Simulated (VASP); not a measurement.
# NaAl3 (I4/mmm) in VASP: further runs, part 2 of 2

VASP 6.6.1. Earlier steps stand in the parts before.

## Step 3: Single point, BLYP

File INCAR:

```
PREC = Accurate ; ENCUT = 500
EDIFF = 1E-6 ; ISMEAR = -5
SIGMA = 0.1 ; LREAL = F
LASPH = T ; NELM = 120
ALGO = Normal ; ISIF = 2
LWAVE = F ; LCHARG = F
GGA = B5 ; ALDAX = 1.0
AGGAX = 1.0 ; AGGAC = 1.0
ALDAC = 0.0 ; NBANDS = 16
GGA_COMPAT = F
```

File KPOINTS:

```
Automatic mesh
0
Gamma
  2 2 2
```

File POSCAR:

```
NaAl3
1.0
   -2.1877210000      2.1877210000      3.9802060000
    2.1877210000     -2.1877210000      3.9802060000
    2.1877210000      2.1877210000     -3.9802060000
Na Al
1 3
Direct
    0.0000000000      0.0000000000      0.0000000000
    0.7500000000      0.2500000000      0.5000000000
    0.2500000000      0.7500000000      0.5000000000
    0.5000000000      0.5000000000      0.0000000000
```

Potentials or basis: VASP PAW PBE potentials, release 64 (Na_pv, Al).

On the command line:

```
cat potpaw_PBE.64/Na_pv/POTCAR potpaw_PBE.64/Al/POTCAR > POTCAR
mpirun -np 1 vasp_std > vasp.out
```

OUTCAR:

```text
PREC = Accurate
   ENCUT = 500
   EDIFF = 1E-6
   ISMEAR = -5
   LREAL = F
   LASPH = T
   NELM = 120
   ISIF = 2
   GGA = B5

 ion  position               nearest neighbor table
   1  0.000  0.000  0.000-   2 2.96   3 2.96   2 2.96   3 2.96   2 2.96   3 2.96   2 2.96   3 2.96

   2  0.750  0.250  0.500-   4 2.96   1 2.96   1 2.96   4 2.96   1 2.96   4 2.96   4 2.96   1 2.96
                             3 3.09   3 3.09   3 3.09   3 3.09
   3  0.250  0.750  0.500-   1 2.96   4 2.96   1 2.96   4 2.96   1 2.96   4 2.96   1 2.96   4 2.96
                             2 3.09   2 3.09   2 3.09   2 3.09
[... 260 lines left out ...]
  -------------------------------------------------------------------------------------
  Total        0.0360941      0.0360941      4.5633258      0.0000000      0.0000000      0.0000000
  in kB        0.7589226      0.7589226     95.9494845      0.0000000      0.0000000      0.0000000
  external PRESSURE =      32.4891099 kB  Pullay stress =       0.0000000 kB

 VOLUME and BASIS-vectors are now :
 -----------------------------------------------------------------------------
  energy-cutoff  :      500.00
  volume of cell :       76.20
      direct lattice vectors                 reciprocal lattice vectors
    -2.187721000  2.187721000  3.980206000     0.000000000  0.228548339  0.125621639
     2.187721000 -2.187721000  3.980206000     0.228548339  0.000000000  0.125621639
     2.187721000  2.187721000 -3.980206000     0.228548339  0.228548339  0.000000000

 POSITION                                       TOTAL-FORCE (eV/Angst)
 -----------------------------------------------------------------------------------
      0.00000      0.00000      0.00000        -0.000000     -0.000000      0.000000
      0.00000      2.18772      1.99010         0.000000      0.000000     -0.000000
      2.18772      0.00000      1.99010        -0.000000     -0.000000      0.000000
      0.00000      0.00000      3.98021        -0.000000     -0.000000      0.000000
 -----------------------------------------------------------------------------------
    total drift:                               -0.000000     -0.000000     -0.000000

  FREE ENERGIE OF THE ION-ELECTRON SYSTEM (eV)
  ---------------------------------------------------
  free  energy   TOTEN  =        -8.4214384126 eV

  energy  without entropy=       -8.4214384126  energy(sigma->0) =       -8.42143841
```

It took 19 s on 1 thread of Intel Xeon Platinum 8375C at 2.90GHz (Ice Lake), shared host; peak memory 0.22 GiB.

What came out:

```yaml
Free_energy: -8.4214 eV
Pressure: 3.2 GPa
Band_gap_on_the_k_mesh: zero (bands 8 and 9 overlap by 0.91 eV)
```

Levels at points of the mesh, in eV from the Fermi level:
| k point | band 4 | band 5 | band 6 | band 7 | band 8 | band 9 | band 10 | band 11 |
| --- | --- | --- | --- | --- | --- | --- | --- | --- |
| (0.00, 0.00, 0.00) | -8.84 | -0.68 | -0.17 | -0.17 | 0.23 | 0.36 | 1.03 | 1.15 |
| (0.50, 0.00, 0.00) | -6.77 | -5.99 | -1.86 | -1.67 | 0.05 | 1.18 | 1.50 | 2.61 |
| (0.50, 0.50, 0.00) | -5.27 | -5.21 | -3.73 | -2.91 | -2.29 | -0.68 | 2.63 | 4.15 |
| (0.50, 0.50, 0.50) | -7.00 | -6.07 | -1.63 | -1.61 | -1.61 | 0.99 | 5.65 | 6.21 |

Caveat: the k points lie up to 0.82 Å⁻¹ apart, too coarse for converged energies and pressures of a metal; the PAW data sets were made with another functional, which shifts forces and pressure a little; tetrahedron occupations give inexact forces and stress in metals.

## Step 4: Single point, LDA

File INCAR:

```
SYSTEM = NaAl3
  PREC = Accurate
  ENCUT = 500
  EDIFF = 1E-6
  ISMEAR = 0
  SIGMA = 0.1
  LREAL = .False.
  LASPH = .True.
  NELM = 120
  ALGO = Normal
  ISIF = 2
  LWAVE = .False.
  LCHARG = .True.
  GGA = CA
  LELF = .True.
  LVHAR = .True.
  ISYM = 0
  NBANDS = 16
  GGA_COMPAT = .False.
```

File KPOINTS:

```
Automatic mesh
0
Gamma
  2 2 2
  0.5 0.5 0
```

POSCAR is that of step 3.

Potentials or basis: VASP PAW LDA potentials, release 64 (Na_pv, Al).

On the command line:

```
cat potpaw_LDA.64/Na_pv/POTCAR potpaw_LDA.64/Al/POTCAR > POTCAR
mpirun -np 1 vasp_std > vasp.out
```

Run time: 8.4 s. Hardware: 1 thread of Intel Xeon Platinum 8375C at 2.90GHz (Ice Lake), shared host; peak memory 0.18 GiB.

It converged, with:

| Property | Result |
| --- | --- |
| Free energy | -13.6521 eV |
| Pressure | -2.6 GPa |
| Band gap on the k mesh | zero (bands 8 and 9 overlap by 0.54 eV) |

Stress tensor (GPa, compression positive):
```
-1.08  0.00  0.00
 0.00 -1.08  0.00
 0.00  0.00 -5.54
```

Levels at points of the mesh, in eV from the Fermi level:
| k point | band 6 | band 7 | band 8 | band 9 | band 10 | band 11 |
| --- | --- | --- | --- | --- | --- | --- |
| (0.25, 0.25, 0.00) | -4.31 | -2.62 | -0.72 | 0.04 | 1.57 | 2.75 |

Caveat: the k points lie up to 0.82 Å⁻¹ apart, too coarse for converged energies and pressures of a metal.

## Step 5: Single point, PBE

File INCAR:

```
PREC = Accurate
ENCUT = 500
EDIFF = 1E-6
ISMEAR = 0
SIGMA = 0.1
LREAL = F
LASPH = T
NELM = 120
ALGO = Normal
ISIF = 2
LWAVE = F
LCHARG = T
GGA = PE
LELF = T
LVHAR = T
NBANDS = 16
GGA_COMPAT = F
```

File KPOINTS:

```
Automatic mesh
0
Gamma
  2 2 3
```

POSCAR is that of step 4.

Potentials or basis: VASP PAW PBE potentials, release 64 (Na_pv, Al).

On the command line:

```
cat potpaw_PBE.64/Na_pv/POTCAR potpaw_PBE.64/Al/POTCAR > POTCAR
mpirun -np 1 vasp_std > vasp.out
```

It took 8.7 s on 1 thread of Intel Xeon Platinum 8375C at 2.90GHz (Ice Lake), shared host; peak memory 0.22 GiB.

The run converged. Its results:

| Quantity | Value |
| --- | --- |
| Free energy | -11.8469 eV |
| Pressure | -1.2 GPa |
| Band gap on the k mesh | zero (bands 8 and 9 overlap by 1.88 eV) |

Stress tensor (GPa, compression positive):
```
-3.78  0.00  0.00
 0.00 -3.78  0.00
 0.00  0.00  4.06
```

Levels at points of the mesh, in eV from the Fermi level:
```tsv
k point	band 6	band 7	band 8	band 9	band 10	band 11
(0.00, 0.00, 0.00)	-0.39	-0.39	0.17	0.20	0.65	0.90
(0.50, 0.00, 0.00)	-2.05	-1.98	-0.18	0.94	1.20	2.37
(0.50, 0.50, 0.00)	-3.88	-3.21	-2.63	-0.95	2.41	3.90
```

Caveat: the k points lie up to 0.68 Å⁻¹ apart, too coarse for converged energies and pressures of a metal.

## Step 6: Single point, r2SCAN

POSCAR is that of step 5.

File INCAR.step1:

```
PREC = Accurate
ENCUT = 550
ISMEAR = 0
SIGMA = 0.1
LREAL = F
LASPH = T
NELM = 120
NBANDS = 16
GGA = PE
ALGO = Normal
EDIFF = 1E-5
LWAVE = T
LCHARG = F
GGA_COMPAT = F
```

File INCAR.step2:

```
PREC = Accurate
ENCUT = 550
EDIFF = 1E-6
ISMEAR = 0
SIGMA = 0.1
LREAL = F
LASPH = T
NELM = 120
ALGO = Normal
ISIF = 2
LWAVE = F
LCHARG = F
METAGGA = R2SCAN
LMIXTAU = T
NBANDS = 16
ISTART = 1
GGA_COMPAT = F
```

File KPOINTS:

```
Automatic mesh
0
Gamma
  2 2 2
```

Potentials or basis: VASP PAW PBE potentials, release 64 (Na_pv, Al).

On the command line:

```
cat potpaw_PBE.64/Na_pv/POTCAR potpaw_PBE.64/Al/POTCAR > POTCAR
cp INCAR.step1 INCAR
mpirun -np 1 vasp_std > vasp.out
cp INCAR.step2 INCAR
mpirun -np 1 vasp_std > vasp.out
```

Run time: 26 s. Hardware: 1 thread of Intel Xeon Platinum 8375C at 2.90GHz (Ice Lake), shared host; peak memory 0.24 GiB.

The run converged. Its results:

```
Free energy            : -22.3663 eV
Pressure               : -1.6 GPa
Band gap on the k mesh : zero (bands 8 and 9 overlap by 1.22 eV)
```

Stress tensor (GPa, compression positive):
```
-5.48  0.00  0.00
 0.00 -5.48  0.00
 0.00  0.00  6.05
```

Levels at points of the mesh, in eV from the Fermi level:
```csv
k point,band 4,band 5,band 6,band 7,band 8,band 9,band 10,band 11,band 12,band 13
"(0.00, 0.00, 0.00)",-9.39,-0.80,-0.29,-0.29,0.61,0.70,0.90,1.16,1.16,2.67
"(0.50, 0.00, 0.00)",-7.18,-6.37,-1.90,-1.86,-0.05,1.16,1.62,2.95,4.99,5.94
"(0.50, 0.50, 0.00)",-5.59,-5.51,-3.82,-3.24,-2.60,-0.61,2.75,4.39,4.86,6.49
"(0.50, 0.50, 0.50)",-7.43,-6.45,-1.82,-1.82,-1.59,1.09,6.11,6.56,6.56,6.89
```

Caveat: the k points lie up to 0.82 Å⁻¹ apart, too coarse for converged energies and pressures of a metal; the PAW data sets were made with another functional, which shifts forces and pressure a little.

## Step 7: The runs side by side

```csv
level,potentials or basis,k mesh,cutoff (eV),smearing,gap on the mesh (eV),pressure (GPa)
PBE,"VASP PAW PBE potentials, release 64 (Na_pv, Al)","2 × 2 × 2, shifted",500,gaussian 0.1 eV,none,-0.7
BLYP,"VASP PAW PBE potentials, release 64 (Na_pv, Al)",2 × 2 × 2,500,tetrahedron,none,3.2
LDA,"VASP PAW LDA potentials, release 64 (Na_pv, Al)","2 × 2 × 2, shifted",500,gaussian 0.1 eV,none,-2.6
PBE,"VASP PAW PBE potentials, release 64 (Na_pv, Al)",2 × 2 × 3,500,gaussian 0.1 eV,none,-1.2
r2SCAN,"VASP PAW PBE potentials, release 64 (Na_pv, Al)",2 × 2 × 2,550,gaussian 0.1 eV,none,-1.6
```

Alike in all rows: task single point; no spin polarisation; cell as given.

Caveats: all runs use coarse meshes; the PAW data sets were made with another functional, which shifts forces and pressure a little (at least some runs); tetrahedron occupations give inexact forces and stress in metals (at least some runs).

Absolute energies hang on the potentials; compare differences alone.
